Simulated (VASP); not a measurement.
Input of a VASP 6.6.1 run:

File INCAR:

```
  ALGO = Normal
  EDIFF = 1E-7
  ENCUT = 520
  GGA = PE
  ISIF = 2
  ISMEAR = -1
  LASPH = T
  LCHARG = F
  LREAL = F
  LWAVE = F
  NBANDS = 28
  NELM = 60
  PREC = Accurate
  SIGMA = 0.02
```

File KPOINTS:

```
k-points
0
Gamma
  6 6 6
```

POSCAR

```
SrTiO3
1.0
    3.9068515016      0.0000000000      0.0000000000
    0.0000000000      3.9068515016      0.0000000000
    0.0000000000      0.0000000000      4.0631255616
Sr Ti O
1 1 3
Direct
    0.0000000000      0.0000000000      0.0000000000
    0.5000000000      0.5000000000      0.5000000000
    0.5000000000      0.5000000000      0.0000000000
    0.5000000000      0.0000000000      0.5000000000
    0.0000000000      0.5000000000      0.5000000000
```

Potentials or basis: VASP PAW PBE potentials, release 64 (Sr_sv, Ti_sv, O).

Command:

```console
$ cat potpaw_PBE.64/Sr_sv/POTCAR potpaw_PBE.64/Ti_sv/POTCAR potpaw_PBE.64/O/POTCAR > POTCAR
$ mpirun -np 1 vasp_std > vasp.out
```

(1) Predict the band gap on the k mesh.

(2) What does it give for the pressure?

Results:

(1) 1.70 eV (least direct gap 2.13 eV).

(2) -1.8 GPa.

Caveat: the cell differs from its parent crystal (uniaxial z strain +4.0%).
